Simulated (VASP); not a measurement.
# Ti (P6/mmm) in VASP: a series of runs

Ti is run at these levels: LDA; tasks: single point.

Everything below comes from runs of VASP 6.6.1. Logs are shortened: lines on timing, memory, paths and dates and some standing lists are left out, and cuts for length are marked.

### Step 1. The cell of the first run

It takes space group P6/mmm (No. 191, hexagonal). Conventional cell: a = 4.567 Å, b = 4.567 Å, c = 2.826 Å, α = 90.00°, β = 90.00°, γ = 120.00°. Ti (site symmetry 6/mmm) has 14 Ti at 2.83 to 2.99 Å within 3.7 Å. Within 3.5 Å of Ti (site symmetry -6m2) lie 11 Ti at 2.64 to 2.99 Å.

This isn't the form of Ti at room conditions, which is hcp.

### Step 2. Single point, LDA

The input, INCAR:

```
SYSTEM = Ti
PREC = Accurate
ENCUT = 520
EDIFF = 1E-7
ISMEAR = 0
SIGMA = 0.1
LREAL = .FALSE.
LASPH = .TRUE.
NELM = 60
ALGO = Normal
ISIF = 2
LWAVE = .FALSE.
LCHARG = .FALSE.
GGA = CA
NBANDS = 25
```

The input, KPOINTS:

```
regular mesh
0
G
  6 6 6
  0 0 0
```

The input, POSCAR:

```
Ti
1.0
    4.5673748300      0.0000000000      0.0000000000
   -2.2836874200      3.9554626300      0.0000000000
    0.0000000000      0.0000000000      2.8262442700
Ti
3
Direct
    0.0000000000      0.0000000000      0.0000000000
    0.3333333300      0.6666666700      0.5000000000
    0.6666666700      0.3333333300      0.5000000000
```

Potentials or basis: VASP PAW LDA potentials, release 64 (Ti_sv).

Command:

```console
> cat potpaw_LDA.64/Ti_sv/POTCAR > POTCAR
> mpirun -np 1 vasp_std > vasp.out
```

OUTCAR:

```text
SYSTEM = Ti
   PREC = Accurate
   ENCUT = 520
   EDIFF = 1E-7
   ISMEAR = 0
   LREAL = .FALSE.
   LASPH = .TRUE.
   NELM = 60
   ISIF = 2
   GGA = CA

 ion  position               nearest neighbor table
   1  0.000  0.000  0.000-
   2  0.333  0.667  0.500-   3 2.64   3 2.64   3 2.64
   3  0.667  0.333  0.500-   2 2.64   2 2.64   2 2.64

  LATTYP: Found a hexagonal cell.
 ALAT       =     4.5673748300
 C/A-ratio  =     0.6187896495

  Lattice vectors:

 A1 = (   4.5673748300,   0.0000000000,   0.0000000000)
 A2 = (  -2.2836874200,   3.9554626300,   0.0000000000)
 A3 = (   0.0000000000,   0.0000000000,   2.8262442700)

Analysis of symmetry for initial positions (statically):
=====================================================================
 Subroutine PRICEL returns:
 Original cell was already a primitive cell.

 Routine SETGRP: Setting up the symmetry group for a
 hexagonal supercell.

 Subroutine GETGRP returns: Found 24 space group operations
 (whereof 24 operations were pure point group operations)
 out of a pool of 24 trial point group operations.

The static configuration has the point symmetry D_6h.

Analysis of symmetry for dynamics (positions and initial velocities):
=====================================================================
 Subroutine PRICEL returns:
 Original cell was already a primitive cell.

 Routine SETGRP: Setting up the symmetry group for a
 hexagonal supercell.

 Subroutine GETGRP returns: Found 24 space group operations
 (whereof 24 operations were pure point group operations)
 out of a pool of 24 trial point group operations.

The dynamic configuration has the point symmetry D_6h.

 Subroutine INISYM returns: Found 24 space group operations
 (whereof 24 operations are pure point group operations),
 and found     1 'primitive' translations

----------------------------------------------------------------------------------------

                                     Primitive cell

  volume of cell :      51.0592

  direct lattice vectors                    reciprocal lattice vectors
     4.567374830  0.000000000  0.000000000     0.218944150  0.126407464  0.000000000
    -2.283687420  3.955462630  0.000000000     0.000000000  0.252814928  0.000000000
     0.000000000  0.000000000  2.826244270     0.000000000  0.000000000  0.353826458

  length of vectors
[... 82 lines left out ...]
   ENCUT  =  520.0 eV  38.22 Ry    6.18 a.u.   8.49  8.49  5.25*2*pi/ulx,y,z
   NELM   =     60;   NELMIN=  2; NELMDL= -5     # of ELM steps
   EDIFF  = 0.1E-06   stopping-criterion for ELM
   LREAL  =      F    real-space projection
   EDIFFG = 0.1E-05   stopping-criterion for IOM
   NSW    =      0    number of steps for IOM
   IBRION =     -1    ionic relax: 0-MD 1-quasi-New 2-CG
   NFREE  =      0    steps in history (QN), initial steepest desc. (CG)
   ISIF   =      2    stress and relaxation
   ISYM   =      2    0-nonsym 1-usesym 2-fastsym
   POTIM  = 0.5000    time-step for ionic-motion
   TEBEG  =    0.0;   TEEND  =   0.0 temperature during run
   PSTRESS=    0.0 pullay stress
   NELECT =      36.0000    total number of electrons
   NUPDOWN=      -1.0000    fix difference up-down
   EMIN   =  10.00;   EMAX   =-10.00  energy-range for DOS
   EFERMI =   0.00;   METHOD = LEGACY
   ISMEAR =     0;   SIGMA  =   0.10  broadening in eV -4-tet -1-fermi 0-gaus
   EFERMI_NEDOS =   21; number of points for ismear=-14 and -15
   IALGO  =     38    algorithm
   IMIX   =      4    mixing-type and parameters
     AMIX     =   0.40;   BMIX     =  1.00
     AMIX_MAG =   1.60;   BMIX_MAG =  1.00
  volume/ion in A,a.u.               =      17.02       114.85
  Fermi-wavevector in a.u.,A,eV,Ry     =   1.457084  2.753489 28.886426  2.123092
  Thomas-Fermi vector in A             =   2.573926
   LORBIT       =      0    0 simple, 1 ext, 2 COOP (PROOUT), +10 PAW based schemes
   GGA     = CA    functional components
   LHFCALC =     F    Hartree Fock is set to
   AEXX    =    0.0000 exact exchange contribution
   IVDW    =     0    specifies the selected vdW correction
   LEPSILON=     F    determine dielectric tensor
   LRPA    =     F    only Hartree local field effects (RPA)
 non-spin polarized calculation
 Gauss-broadening in eV      SIGMA  =   0.10
  energy-cutoff  :      520.00
  volume of cell :       51.06
 maximum number of plane-waves:      1402
 NGX is ok and might be reduce to    36
   NGX = 17   NGY = 17   NGZ = 11

 number of electron      35.9999989 magnetization

 Free energy of the ion-electron system (eV)
  ---------------------------------------------------
  ext. energy  EPLUGINS =         0.00000000
  ---------------------------------------------------
  free energy    TOTEN  =       -25.63003417 eV

  energy without entropy =      -25.61341822  energy(sigma->0) =      -25.62172620

 E-fermi :   8.1541     XC(G=0): -11.8831

 val. band max:        8.1366956007   @ k =   0.0000   0.0000   0.0000
 cond. band min:       8.1970021395   @ k =   0.3333   0.3333   0.3333
 fundamental gap:      0.0603065389
 Fermi energy:         8.1541333153

 k-point     1 :       0.0000    0.0000    0.0000
  band No.  band energies     occupation
      1     -48.0045      2.00000
      2     -47.7358      2.00000
      3     -47.5606      2.00000
      4     -24.7080      2.00000
      5     -24.7080      2.00000
      6     -24.5934      2.00000
[... 661 lines left out ...]
     24      11.2674      0.00000
     25      11.2980      0.00000

 [... further k-points ...]

------------------------ aborting loop because EDIFF is reached ----------------------------------------

  FORCE on cell =-STRESS in cart. coord.  units (eV):
  Direction    XX          YY          ZZ          XY          YZ          ZX
  --------------------------------------------------------------------------------------
  -------------------------------------------------------------------------------------
  Total       -2.5937381     -2.5937381     -2.4001853      0.0000000      0.0000000     -0.0000000
  in kB      -81.3885039    -81.3885038    -75.3150412      0.0000001      0.0000000     -0.0000000
  external PRESSURE =     -79.3640163 kB  Pullay stress =       0.0000000 kB

 VOLUME and BASIS-vectors are now :
 -----------------------------------------------------------------------------
  energy-cutoff  :      520.00
  volume of cell :       51.06
      direct lattice vectors                 reciprocal lattice vectors
     4.567374830  0.000000000  0.000000000     0.218944150  0.126407464  0.000000000
    -2.283687420  3.955462630  0.000000000     0.000000000  0.252814928  0.000000000
     0.000000000  0.000000000  2.826244270     0.000000000  0.000000000  0.353826458

 POSITION                                       TOTAL-FORCE (eV/Angst)
 -----------------------------------------------------------------------------------
      0.00000      0.00000      0.00000        -0.000000      0.000000      0.000000
     -0.00000      2.63698      1.41312         0.000000      0.000000      0.000000
      2.28369      1.31849      1.41312        -0.000000      0.000000      0.000000
 -----------------------------------------------------------------------------------
    total drift:                               -0.000000      0.000000      0.000000

  FREE ENERGIE OF THE ION-ELECTRON SYSTEM (eV)
  ---------------------------------------------------
  free  energy   TOTEN  =       -25.6300341748 eV

  energy  without entropy=      -25.6134182173  energy(sigma->0) =      -25.62172620
```

OSZICAR:

```text
N       E                     dE             d eps       ncg     rms          rms(c)
DAV:   1     0.428240202591E+03    0.42824E+03   -0.18724E+04  1400   0.177E+03
DAV:   2     0.200753579966E+02   -0.40816E+03   -0.40175E+03  1411   0.516E+02
DAV:   3    -0.253896643102E+02   -0.45465E+02   -0.44423E+02  2585   0.147E+02
DAV:   4    -0.287078863827E+02   -0.33182E+01   -0.32994E+01  1925   0.371E+01
DAV:   5    -0.288971221150E+02   -0.18924E+00   -0.18918E+00  2221   0.720E+00    0.147E+01
DAV:   6    -0.256505787043E+02    0.32465E+01   -0.11946E+01  1808   0.320E+01    0.361E+00
DAV:   7    -0.256244173454E+02    0.26161E-01   -0.13409E+00  2031   0.782E+00    0.257E+00
DAV:   8    -0.256401674835E+02   -0.15750E-01   -0.46421E-01  2103   0.744E+00    0.246E+00
DAV:   9    -0.256453336089E+02   -0.51661E-02   -0.50239E-01  2003   0.667E+00    0.960E-01
DAV:  10    -0.256294334285E+02    0.15900E-01   -0.89174E-02  1903   0.321E+00    0.873E-02
DAV:  11    -0.256298919093E+02   -0.45848E-03   -0.57369E-03  1938   0.635E-01    0.125E-01
DAV:  12    -0.256300468329E+02   -0.15492E-03   -0.72193E-04  1893   0.219E-01    0.318E-02
DAV:  13    -0.256300353800E+02    0.11453E-04   -0.11633E-04  2176   0.855E-02    0.108E-02
DAV:  14    -0.256300337987E+02    0.15813E-05   -0.99500E-06  1932   0.354E-02    0.444E-03
DAV:  15    -0.256300341355E+02   -0.33676E-06   -0.62211E-07  1776   0.685E-03    0.192E-03
DAV:  16    -0.256300341748E+02   -0.39337E-07   -0.33521E-07  1568   0.461E-03
   1 F= -.25630034E+02 E0= -.25621726E+02  d E =-.166160E-01
```

stdout:

```text
POSCAR found type information on POSCAR Ti
 POSCAR found :  1 types and       3 ions
 scaLAPACK will be used
 LDA part: xc-table for (Slater(with rela. corr.)+CA(PZ))
 , standard interpolation
 POSCAR, INCAR and KPOINTS ok, starting setup
 FFT: planning ... GRIDC
 FFT: planning ... GRID_SOFT
 FFT: planning ... GRID
 WAVECAR not read
 entering main loop
```

It took 21 s on 1 thread of Intel Xeon Platinum 8488C (Sapphire Rapids), shared host; peak memory 0.16 GiB.

Results:

```
Free energy            : -25.6300 eV
Pressure               : -7.9 GPa
Band gap on the k mesh : zero (bands 18 and 19 overlap by 0.18 eV)
```

Levels at points of the mesh, in eV from the Fermi level:
```tsv
k point	band 14	band 15	band 16	band 17	band 18	band 19	band 20	band 21	band 22	band 23
(0.00, 0.00, 0.00)	-1.94	-0.66	-0.66	-0.54	-0.54	-0.02	0.67	1.29	1.29	1.82
(0.50, 0.00, 0.00)	-3.46	-2.59	-0.40	-0.40	-0.34	0.07	0.54	1.03	1.27	1.92
(0.00, 0.00, 0.50)	-2.07	-2.07	-1.62	-1.59	-1.59	1.08	1.08	1.26	1.26	2.95
(0.50, 0.00, 0.50)	-2.07	-1.66	-1.14	-0.60	-0.59	0.35	0.82	1.02	1.06	2.24
```

Caveat: the k points lie up to 0.37 Å⁻¹ apart.

### Step 3. Single point, LDA

This run uses another cell than the first one, of 15.84 Å³/atom.

The input, INCAR:

```
SYSTEM = Ti
ALGO = Fast
EDIFF = 1E-6
ENCUT = 520
GGA = CA
ISIF = 2
ISMEAR = 0
LASPH = .True.
LCHARG = .True.
LELF = .True.
LREAL = .False.
LVHAR = .True.
LWAVE = .False.
NBANDS = 25
NELM = 80
PREC = Accurate
SIGMA = 0.1
```

The input, KPOINTS:

```
k-points
0
Gamma
  15 15 20
  0 0 0
```

The input, POSCAR:

```
Ti
1.0
    4.4501742353      0.0000000028      0.0000000000
   -2.2250871201      3.8539639377      0.0000000000
    0.0000000000      0.0000000000      2.7707831981
Ti
3
Direct
    0.0000000000      0.0000000000      0.0000000000
    0.3333333333      0.6666666667      0.5000000000
    0.6666666667      0.3333333333      0.5000000000
```

Potentials or basis: VASP PAW LDA potentials, release 64 (Ti_sv).

Command:

```console
> cat potpaw_LDA.64/Ti_sv/POTCAR > POTCAR
> mpirun -np 1 vasp_std > vasp.out
```

It took 11 min on 1 thread of Intel Xeon Platinum 8488C (Sapphire Rapids), shared host; peak memory 0.36 GiB.

It converged, with:

| Item | Value |
| --- | --- |
| Free energy | -25.7264 eV |
| Pressure | -0.5 GPa |
| Band gap on the k mesh | zero (bands 18 and 19 overlap by 0.44 eV) |

Levels at points of the mesh, in eV from the Fermi level:
```
           k point  band 16  band 17  band 18  band 19  band 20  band 21
(0.00, 0.00, 0.00)    -0.70    -0.58    -0.58     0.00     0.72     1.35
(0.00, 0.00, 0.50)    -1.80    -1.80    -1.66     1.13     1.13     1.34
```

### Step 4. Single point, LDA

This run uses another cell than the first one, of 15.89 Å³/atom.

The input, INCAR:

```
ALGO     = Fast           # electronic algorithm
EDIFF    = 1E-6           # SCF threshold, eV
ENCUT    = 520            # plane-wave cutoff, eV
GGA      = CA             # functional
ISIF     = 2              # what is computed and relaxed
ISMEAR   = -1             # smearing method
LASPH    = True           # aspherical terms in the spheres
LCHARG   = True           # write CHGCAR
LELF     = True           # ELF
LREAL    = False          # projectors in reciprocal space
LVHAR    = True         
LWAVE    = False          # write WAVECAR
NBANDS   = 25             # bands
NELM     = 80             # most SCF steps
PREC     = Accurate       # precision mode
SIGMA    = 0.15           # smearing width, eV
```

The input, KPOINTS:

```
k-points
0
Gamma
  15 15 20
```

The input, POSCAR:

```
Ti
1.0
    4.4602753732      0.0000000028      0.0000000000
   -2.2301376890      3.8627117797      0.0000000000
    0.0000000000      0.0000000000      2.7664781934
Ti
3
Direct
    0.0000000000      0.0000000000      0.0000000000
    0.3333333333      0.6666666667      0.5000000000
    0.6666666667      0.3333333333      0.5000000000
```

Command:

```console
> cat potpaw_LDA.64/Ti_sv/POTCAR > POTCAR
> mpirun -np 1 vasp_std > vasp.out
```

It took 14 min on 1 thread of Intel Xeon Platinum 8488C (Sapphire Rapids), shared host; peak memory 0.36 GiB.

The run converged. Its results:

- Free energy: -25.8335 eV
- Pressure: -0.2 GPa
- Band gap on the k mesh: zero (bands 18 and 19 overlap by 0.41 eV)

Levels at points of the mesh, in eV from the Fermi level:
| k point | band 14 | band 15 | band 16 | band 17 | band 18 | band 19 | band 20 | band 21 | band 22 | band 23 |
| --- | --- | --- | --- | --- | --- | --- | --- | --- | --- | --- |
| (0.00, 0.00, 0.00) | -2.13 | -0.65 | -0.65 | -0.55 | -0.55 | 0.01 | 0.74 | 1.40 | 1.40 | 1.97 |
| (0.00, 0.00, 0.50) | -2.30 | -2.13 | -1.74 | -1.74 | -1.60 | 1.14 | 1.14 | 1.37 | 1.37 | 3.26 |

### Step 5. The runs side by side

| cell | k mesh | smearing | gap on the mesh (eV) | pressure (GPa) |
| --- | --- | --- | --- | --- |
| a = 4.567, b = 4.567, c = 2.826 Å, angles 90.0, 90.0, 120.0°, 3 atoms | 6 × 6 × 6 | gaussian 0.1 eV | none | -7.9 |
| a = 4.450, b = 4.450, c = 2.771 Å, angles 90.0, 90.0, 120.0°, 3 atoms | 15 × 15 × 20 | gaussian 0.1 eV | none | -0.5 |
| a = 4.460, b = 4.460, c = 2.766 Å, angles 90.0, 90.0, 120.0°, 3 atoms | 15 × 15 × 20 | fermi-dirac 0.15 eV | none | -0.2 |

Alike in all rows: task single point; level LDA; potentials or basis VASP PAW LDA potentials, release 64 (Ti_sv); no spin polarisation; cutoff (eV) 520.

Caveats: some runs use coarse meshes.

Total energies depend on the potentials used, so only differences within one code and one set of settings carry meaning.
